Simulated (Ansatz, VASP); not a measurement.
## Sr: VASP beside Ansatz

File INCAR:

```
SYSTEM = Sr
PREC = Accurate
ENCUT = 520
EDIFF = 1E-8
ISMEAR = -1
SIGMA = 0.05
LREAL = .False.
LASPH = .True.
NELM = 60
ALGO = Normal
ISIF = 2
LWAVE = .False.
LCHARG = .False.
GGA = CA
LEFG = .True.
NBANDS = 17
```

Contents of KPOINTS:

```
Automatic mesh
0
Gamma
  11 11 11
  0 0 0
```

Contents of POSCAR:

```
Sr
1.0
   -2.8100000000      2.8600000000      1.5250000000
    2.8100000000     -2.8600000000      1.5250000000
    2.8100000000      2.8600000000     -1.5250000000
Sr
2
Direct
    0.3900000000      0.1100000000      0.2200000000
    0.6100000000      0.8900000000      0.7800000000
```

Input for Ansatz:

```yaml
crystal:
  lattice:
    - [-2.81, 2.86, 1.525]
    - [2.81, -2.86, 1.525]
    - [2.81, 2.86, -1.525]
  atoms:
    - { symbol: Sr, position: [0.39, 0.11, 0.22] }
    - { symbol: Sr, position: [0.61, 0.89, 0.78] }
kpoints:
  mp_grid: { grid: [11, 11, 11] }
scf:
  occupations: { method: fermi_dirac, width: 0.05 }
hamiltonian:
  xc: lda
  pseudopotentials: { kind: paw }
output:
  forces: true
  stress: true
  eigenvalues: true
  efg: { contact_densities: true }
  populations: true
```

Change from the starting cell: shortest bond scaled by 0.88, PAW files.

Alike in both runs: task electric field gradients; functional LDA; k mesh 11 × 11 × 11; occupations fermi-dirac, width 0.05 eV; no spin polarisation.

```csv
,VASP,Ansatz
version,VASP 6.6.1,Ansatz 0.2.0
potentials or method,"VASP PAW LDA potentials, release 64 (Sr_sv)","PAW with Ansatz's default frozen-core files, scalar-relativistic"
plane-wave cutoff (eV),520,420
valence electrons in the cell,20,20
```

VASP gave:

| Quantity | Value |
| --- | --- |
| pressure (GPa) | 23.9 |
| traceless stress, the component that is largest in VASP (GPa) | 6.63 |
| rms of the force components (eV/Å) | 1.397 |
| size of Vzz on the site where it differs most (V/Å²) | 77.7 |

Q: Estimate Ansatz's values.

A: Pressure (GPa): 23.3; traceless stress, the component that is largest in VASP (GPa): 6.24; rms of the force components (eV/Å): 1.344; size of Vzz on the site where it differs most (V/Å²): 78.6.

LDA's correlation is that of Perdew and Zunger in VASP and of Perdew and Wang (1992) in Ansatz. Atom by atom the forces differ by 0.054 eV/Å (rms over components).
